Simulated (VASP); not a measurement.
# Na2MgSb2O6 (R-3) in VASP: single point with PBE

Aim: the single point of Na2MgSb2O6 with PBE.

Everything below comes from runs of VASP 6.6.1. Logs are shortened: lines on timing, memory, paths and dates and some standing lists are left out, and cuts for length are marked.

## (1) The cell of the first run

It takes space group R-3 (No. 148, trigonal). Conventional cell: a = 5.589 Å, b = 5.589 Å, c = 17.074 Å, α = 90.00°, β = 90.00°, γ = 120.00°. Within 3.3 Å of Na (site symmetry 3) lie 6 O at 2.47 to 2.58 Å and 1 Mg at 2.85 Å and 1 Sb at 3.08 Å and 3 Na at 3.23 Å. Within 2.8 Å of Mg (site symmetry -3) lie 6 O at 2.15 Å. Within 2.9 Å of Sb (site symmetry 3) lie 6 O at 2.17 to 2.18 Å. O (site symmetry 1) has 1 Mg at 2.15 Å and 2 Sb at 2.17 to 2.18 Å and 2 Na at 2.47 to 2.58 Å within 2.8 Å.

## (2) Single point, PBE

File INCAR:

```
SYSTEM = Na2MgSb2O6
PREC     = Accurate       ! precision mode
ENCUT    = 520            ! plane-wave cutoff, eV
EDIFF    = 1E-6           ! SCF threshold, eV
ISMEAR   = 0              ! smearing method
SIGMA    = 0.1            ! smearing width, eV
LREAL    = .FALSE.        ! projectors in reciprocal space
LASPH    = .TRUE.         ! aspherical terms in the spheres
NELM     = 80             ! most SCF steps
ALGO     = Normal         ! electronic algorithm
ISIF     = 2              ! what is computed and relaxed
LWAVE    = .FALSE.        ! write WAVECAR
LCHARG   = .FALSE.        ! write CHGCAR
GGA      = PE             ! functional
NBANDS   = 42             ! bands
```

File KPOINTS:

```
Automatic mesh
0
G
  6 6 6
  0 0 0
```

File POSCAR:

```
Na2MgSb2O6
1.0
    2.7945542089      1.6134366248      5.6914000720
   -2.7945542089      1.6134366248      5.6914000720
    0.0000000000     -3.2268732496      5.6914000720
Na Mg Sb O
2 1 2 6
Direct
    0.3328560000      0.3328560000      0.3328560000
    0.6671440000      0.6671440000      0.6671440000
    0.5000000000      0.5000000000      0.5000000000
    0.1526470000      0.1526470000      0.1526470000
    0.8473530000      0.8473530000      0.8473530000
    0.4724560000      0.7509030000      0.0882390000
    0.0882390000      0.4724560000      0.7509030000
    0.7509030000      0.0882390000      0.4724560000
    0.5275440000      0.2490970000      0.9117610000
    0.2490970000      0.9117610000      0.5275440000
    0.9117610000      0.5275440000      0.2490970000
```

Potentials or basis: VASP PAW PBE potentials, release 64 (Na_pv, Mg, Sb, O).

Started as:

```bash
cat potpaw_PBE.64/Na_pv/POTCAR potpaw_PBE.64/Mg/POTCAR potpaw_PBE.64/Sb/POTCAR potpaw_PBE.64/O/POTCAR > POTCAR
mpirun -np 1 vasp_std > vasp.out
```

OUTCAR:

```text
SYSTEM = Na2MgSb2O6
   PREC = Accurate
   ENCUT = 520
   EDIFF = 1E-6
   ISMEAR = 0
   LREAL = .FALSE.
   LASPH = .TRUE.
   NELM = 80
   ISIF = 2
   GGA = PE

 ion  position               nearest neighbor table
   1  0.333  0.333  0.333-   3 2.85   4 3.08
   2  0.667  0.667  0.667-   3 2.85   5 3.08
   3  0.500  0.500  0.500-   8 2.15  10 2.15   7 2.15  11 2.15   6 2.15   9 2.15   1 2.85   2 2.85
                             4 3.24   4 3.24   5 3.24   5 3.24   4 3.24   5 3.24
   4  0.153  0.153  0.153-  11 2.17  10 2.17   9 2.17   6 2.18   7 2.18   8 2.18   1 3.08   3 3.24
                             3 3.24   3 3.24   5 3.26   5 3.26   5 3.26
   5  0.847  0.847  0.847-   7 2.17   8 2.17   6 2.17   9 2.18  11 2.18  10 2.18   2 3.08   3 3.24
                             3 3.24   3 3.24   4 3.26   4 3.26   4 3.26
   6  0.472  0.751  0.088-   3 2.15   5 2.17   4 2.18
   7  0.088  0.472  0.751-   3 2.15   5 2.17   4 2.18
   8  0.751  0.088  0.472-   3 2.15   5 2.17   4 2.18
   9  0.528  0.249  0.912-   3 2.15   4 2.17   5 2.18
  10  0.249  0.912  0.528-   3 2.15   4 2.17   5 2.18
  11  0.912  0.528  0.249-   3 2.15   4 2.17   5 2.18

  LATTYP: Found a trigonal (rhomboedric) cell.
 ALAT       =     6.5425335879
 COS(alpha) =     0.6351090006

  Lattice vectors:

 A1 = (   2.7945542089,   1.6134366248,   5.6914000720)
 A2 = (  -2.7945542089,   1.6134366248,   5.6914000720)
 A3 = (   0.0000000000,  -3.2268732496,   5.6914000720)

Analysis of symmetry for initial positions (statically):
=====================================================================
 Subroutine PRICEL returns:
 Original cell was already a primitive cell.

 Routine SETGRP: Setting up the symmetry group for a
 trigonal (rhombohedral) supercell.

 Subroutine GETGRP returns: Found  6 space group operations
 (whereof  6 operations were pure point group operations)
 out of a pool of 12 trial point group operations.

The static configuration has the point symmetry S_6 .

Analysis of symmetry for dynamics (positions and initial velocities):
=====================================================================
 Subroutine PRICEL returns:
 Original cell was already a primitive cell.

 Routine SETGRP: Setting up the symmetry group for a
 trigonal (rhombohedral) supercell.

 Subroutine GETGRP returns: Found  6 space group operations
 (whereof  6 operations were pure point group operations)
 out of a pool of 12 trial point group operations.

The dynamic configuration has the point symmetry S_6 .

 Subroutine INISYM returns: Found  6 space group operations
 (whereof  6 operations are pure point group operations),
 and found     1 'primitive' translations

----------------------------------------------------------------------------------------

                                     Primitive cell

  volume of cell :     153.9695

  direct lattice vectors                    reciprocal lattice vectors
     2.794554209  1.613436625  5.691400072     0.178919413  0.103299172  0.058567897
    -2.794554209  1.613436625  5.691400072    -0.178919413  0.103299172  0.058567897
     0.000000000 -3.226873250  5.691400072     0.000000000 -0.206598343  0.058567897

  length of vectors
     6.542533588  6.542533588  6.542533588     0.214739549  0.214739549  0.214739549

  position of ions in fractional coordinates (direct lattice)
     0.332856000  0.332856000  0.332856000
     0.667144000  0.667144000  0.667144000
     0.500000000  0.500000000  0.500000000
     0.152647000  0.152647000  0.152647000
     0.847353000  0.847353000  0.847353000
     0.472456000  0.750903000  0.088239000
     0.088239000  0.472456000  0.750903000
     0.750903000  0.088239000  0.472456000
     0.527544000  0.249097000  0.911761000
     0.249097000  0.911761000  0.527544000
     0.911761000  0.527544000  0.249097000

  ion indices of the primitive-cell ions
   primitive index   ion index
                 1           1
                 2           2
                 3           3
                 4           4
                 5           5
                 6           6
                 7           7
                 8           8
                 9           9
                10          10
                11          11

----------------------------------------------------------------------------------------

 KPOINTS: Automatic mesh

Automatic generation of k-mesh.
 Grid dimensions read from file:
 generate k-points for:    6    6    6

 Generating k-lattice:

  Cartesian coordinates                     Fractional coordinates (reciprocal lattice)
     0.029819902  0.017216529  0.009761316     0.166666667  0.000000000 -0.000000000
    -0.029819902  0.017216529  0.009761316     0.000000000  0.166666667 -0.000000000
     0.000000000 -0.034433057  0.009761316    -0.000000000 -0.000000000  0.166666667

  Length of vectors
     0.035789925  0.035789925  0.035789925

  Shift w.r.t. Gamma in fractional coordinates (k-lattice)
     0.000000000  0.000000000  0.000000000

 Subroutine IBZKPT returns following result:
 ===========================================

 Found     40 irreducible k-points:

 Following reciprocal coordinates:
            Coordinates               Weight
  0.000000  0.000000  0.000000      1.000000
  0.166667  0.000000 -0.000000      6.000000
  0.333333  0.000000 -0.000000      6.000000
  0.500000  0.000000 -0.000000      3.000000
  0.166667  0.166667 -0.000000      6.000000
  0.333333  0.166667 -0.000000      6.000000
[... 16 lines left out ...]
  0.333333  0.333333  0.166667      6.000000
  0.500000  0.333333  0.166667      6.000000
 [... further k-points ...]
   k-points           NKPTS =     40   k-points in BZ     NKDIM =     40   number of bands    NBANDS=     42
   number of dos      NEDOS =    301   number of ions     NIONS =     11
   total plane-waves  NPLWV = 125000
   dimension x,y,z NGX =    50 NGY =   50 NGZ =   50
   dimension x,y,z NGXF=   100 NGYF=  100 NGZF=  100
   ions per type =               2   1   2   6
   NGX,Y,Z   is equivalent  to a cutoff of  12.71, 12.71, 12.71 a.u.
   NGXF,Y,Z  is equivalent  to a cutoff of  25.41, 25.41, 25.41 a.u.
 SYSTEM =  Na2MgSb2O6
   PREC   = accura    normal or accurate (medium, high low for compatibility)
   ISTART =      0    job   : 0-new  1-cont  2-samecut
   ICHARG =      2    charge: 1-file 2-atom 10-const
   ISPIN  =      1    spin polarized calculation?
   LNONCOLLINEAR =      F non collinear calculations
   LSORBIT =      F    spin-orbit coupling
   LASPH  =      T    aspherical Exc in radial PAW
   ENCUT  =  520.0 eV  38.22 Ry    6.18 a.u.  12.16 12.16 12.16*2*pi/ulx,y,z
   NELM   =     80;   NELMIN=  2; NELMDL= -5     # of ELM steps
   EDIFF  = 0.1E-05   stopping-criterion for ELM
   LREAL  =      F    real-space projection
   EDIFFG = 0.1E-04   stopping-criterion for IOM
   NSW    =      0    number of steps for IOM
   IBRION =     -1    ionic relax: 0-MD 1-quasi-New 2-CG
   NFREE  =      0    steps in history (QN), initial steepest desc. (CG)
   ISIF   =      2    stress and relaxation
   ISYM   =      2    0-nonsym 1-usesym 2-fastsym
   POTIM  = 0.5000    time-step for ionic-motion
   TEBEG  =    0.0;   TEEND  =   0.0 temperature during run
   PSTRESS=    0.0 pullay stress
   NELECT =      62.0000    total number of electrons
   NUPDOWN=      -1.0000    fix difference up-down
   EMIN   =  10.00;   EMAX   =-10.00  energy-range for DOS
   EFERMI =   0.00;   METHOD = LEGACY
   ISMEAR =     0;   SIGMA  =   0.10  broadening in eV -4-tet -1-fermi 0-gaus
   EFERMI_NEDOS =   21; number of points for ismear=-14 and -15
   IALGO  =     38    algorithm
   IMIX   =      4    mixing-type and parameters
     AMIX     =   0.40;   BMIX     =  1.00
     AMIX_MAG =   1.60;   BMIX_MAG =  1.00
  volume/ion in A,a.u.               =      14.00        94.46
  Fermi-wavevector in a.u.,A,eV,Ry     =   1.208909  2.284508 19.884400  1.461462
  Thomas-Fermi vector in A             =   2.344503
   LORBIT       =      0    0 simple, 1 ext, 2 COOP (PROOUT), +10 PAW based schemes
   GGA     = PE    functional components
   LHFCALC =     F    Hartree Fock is set to
   AEXX    =    0.0000 exact exchange contribution
   IVDW    =     0    specifies the selected vdW correction
   LEPSILON=     F    determine dielectric tensor
   LRPA    =     F    only Hartree local field effects (RPA)
 non-spin polarized calculation
 Gauss-broadening in eV      SIGMA  =   0.10
  energy-cutoff  :      520.00
  volume of cell :      153.97
 maximum number of plane-waves:      4180
 NGX is ok and might be reduce to    50
   NGX = 25   NGY = 25   NGZ = 25

 number of electron      62.0000003 magnetization

 Free energy of the ion-electron system (eV)
  ---------------------------------------------------
  ext. energy  EPLUGINS =         0.00000000
  ---------------------------------------------------
  free energy    TOTEN  =       -59.65739522 eV

  energy without entropy =      -59.62791974  energy(sigma->0) =      -59.64265748

 E-fermi :   5.1226     XC(G=0):  -9.5877

 val. band max:        5.1155165893   @ k =  -0.3333  -0.3333   0.1667
 cond. band min:       5.1277543328   @ k =   0.5000   0.5000  -0.0000
 fundamental gap:      0.0122377435
 Fermi energy:         5.1226159546

 k-point     1 :       0.0000    0.0000    0.0000
  band No.  band energies     occupation
      1     -18.7795      2.00000
      2     -18.7723      2.00000
      3     -18.7723      2.00000
      4     -18.7457      2.00000
      5     -18.7149      2.00000
      6     -18.7149      2.00000
[... 34 lines left out ...]
     41      12.9262      0.00000
     42      12.9710      0.00000

 k-point     2 :       0.1667    0.0000   -0.0000
  band No.  band energies     occupation
      1     -18.7780      2.00000
      2     -18.7733      2.00000
      3     -18.7698      2.00000
      4     -18.7478      2.00000
      5     -18.7179      2.00000
      6     -18.7134      2.00000
[... 979 lines left out ...]
     41      12.3781      0.00000
     42      12.6406      0.00000

 k-point    24 :       0.5000    0.3333    0.1667
  band No.  band energies     occupation
      1     -18.7783      2.00000
      2     -18.7757      2.00000
      3     -18.7646      2.00000
      4     -18.7509      2.00000
      5     -18.7235      2.00000
      6     -18.7109      2.00000
[... 34 lines left out ...]
     41      12.2820      0.00000
     42      12.3426      0.00000

 [... further k-points ...]
[... 5 lines left out ...]
  --------------------------------------------------------------------------------------
  -------------------------------------------------------------------------------------
  Total       -0.0131470     -0.0131470      0.3413782      0.0000000      0.0000000      0.0000000
  in kB       -0.1368053     -0.1368053      3.5523154      0.0000002      0.0000000      0.0000000
  external PRESSURE =       1.0929016 kB  Pullay stress =       0.0000000 kB

 VOLUME and BASIS-vectors are now :
 -----------------------------------------------------------------------------
  energy-cutoff  :      520.00
  volume of cell :      153.97
      direct lattice vectors                 reciprocal lattice vectors
     2.794554209  1.613436625  5.691400072     0.178919413  0.103299172  0.058567897
    -2.794554209  1.613436625  5.691400072    -0.178919413  0.103299172  0.058567897
     0.000000000 -3.226873250  5.691400072     0.000000000 -0.206598343  0.058567897

 POSITION                                       TOTAL-FORCE (eV/Angst)
 -----------------------------------------------------------------------------------
      0.00000      0.00000      5.68325         0.000000      0.000000     -0.009969
      0.00000      0.00000     11.39095         0.000000      0.000000      0.009969
      0.00000      0.00000      8.53710         0.000000      0.000000      0.000000
      0.00000      0.00000      2.60633         0.000000      0.000000     -0.000849
      0.00000      0.00000     14.46787         0.000000      0.000000      0.000849
     -0.77814      1.68908      7.46483         0.033028      0.042490      0.025633
     -1.07372     -1.51842      7.46483        -0.053311      0.007358      0.025633
      1.85185     -0.17065      7.46483         0.020283     -0.049848      0.025633
      0.77814     -1.68908      9.60937        -0.033028     -0.042490     -0.025633
     -1.85185      0.17065      9.60937        -0.020283      0.049848     -0.025633
      1.07372      1.51842      9.60937         0.053311     -0.007358     -0.025633
 -----------------------------------------------------------------------------------
    total drift:                                0.000000     -0.000000      0.000000

  FREE ENERGIE OF THE ION-ELECTRON SYSTEM (eV)
  ---------------------------------------------------
  free  energy   TOTEN  =       -59.6573952212 eV

  energy  without entropy=      -59.6279197427  energy(sigma->0) =      -59.64265748
```

It took 4.6 min on 1 thread of AMD EPYC 9R45 (Zen 5), shared host; peak memory 0.45 GiB.

Results:

```
Free energy            : -59.6574 eV
Pressure               : 0.1 GPa
Largest force          : 0.060 eV/Å
Band gap on the k mesh : zero (filled and empty bands touch)
```

Forces on the atoms (eV/Å):
```
Na   0.000  0.000 -0.010
Na   0.000  0.000  0.010
Mg   0.000  0.000  0.000
Sb   0.000  0.000 -0.001
Sb   0.000  0.000  0.001
O    0.033  0.042  0.026
O   -0.053  0.007  0.026
O    0.020 -0.050  0.026
O   -0.033 -0.042 -0.026
O   -0.020  0.050 -0.026
O    0.053 -0.007 -0.026
```

Caveat: spin-orbit coupling is left out, which moves the levels of the heavy elements.
